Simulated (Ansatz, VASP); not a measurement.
## One calculation of Zn3CdO, two programs

Contents of INCAR:

```
PREC = Accurate ; ENCUT = 520
EDIFF = 1E-6 ; ISMEAR = 0
SIGMA = 0.1 ; LREAL = F
LASPH = T ; NELM = 100
ALGO = Normal ; ISIF = 2
LWAVE = F ; LCHARG = F
GGA = PE ; NBANDS = 35
```

KPOINTS

```
regular mesh
0
Gamma
  4 4 4
```

The input POSCAR:

```
Zn3CdO
1.0
    2.7682380900     -3.0118158500      0.0000000000
    2.7682380900      3.0118158500      0.0000000000
    0.0000000000      0.0000000000      5.1982527400
Zn Cd O
3 1 1
Direct
    0.0000000000      0.5000000000      0.5000000000
    0.5000000000      0.0000000000      0.5000000000
    0.5000000000      0.5000000000      0.5000000000
    0.0000000000      0.0000000000      0.0000000000
    0.5000000000      0.5000000000      0.0000000000
```

Input for Ansatz:

```yaml
crystal:
  lattice:
    - [2.76823809, -3.01181585, 0.0]
    - [2.76823809, 3.01181585, 0.0]
    - [0.0, 0.0, 5.19825274]
  atoms:
    - { symbol: Zn, position: [0.0, 0.5, 0.5] }
    - { symbol: Zn, position: [0.5, 0.0, 0.5] }
    - { symbol: Zn, position: [0.5, 0.5, 0.5] }
    - { symbol: Cd, position: [0.0, 0.0, 0.0] }
    - { symbol: O, position: [0.5, 0.5, 0.0] }
basis:
  ecutwfc: 420
kpoints:
  mp_grid: { grid: [4, 4, 4] }
hamiltonian:
  xc: pbe
scf:
  occupations: { method: gaussian, width: 0.1 }
  lower_state_search: "off"
output:
  forces: true
  stress: true
  eigenvalues: true
```

Alike in both runs: task single point; functional PBE; k mesh 4 × 4 × 4; occupations gaussian, width 0.1 eV; no spin polarisation.

```csv
,VASP,Ansatz
version,VASP 6.6.1,Ansatz 0.2.0
potentials or method,"VASP PAW PBE potentials, release 64 (Zn, Cd, O), cutoff 520 eV","scalar-relativistic, plane waves, PAW"
valence electrons in the cell,54,62
```

VASP gave:

| Property | Result |
| --- | --- |
| gap on the k mesh at the Fermi level (eV) | none |
| pressure (GPa) | 16.6 |
| traceless stress, the component that is largest in VASP (GPa) | -20.46 |

What did Ansatz give for the same quantities?

gap on the k mesh at the Fermi level (eV): none; pressure (GPa): 16.0; traceless stress, the component that is largest in VASP (GPa): -19.93.

A gap of «none» marks a metal or a gap that the smearing closes. VASP's potentials hold 54 valence electrons a cell and Ansatz's 62, so a difference there can come from the potentials and not from the codes.

The k mesh is coarse, so the values compare programs but aren't converged.
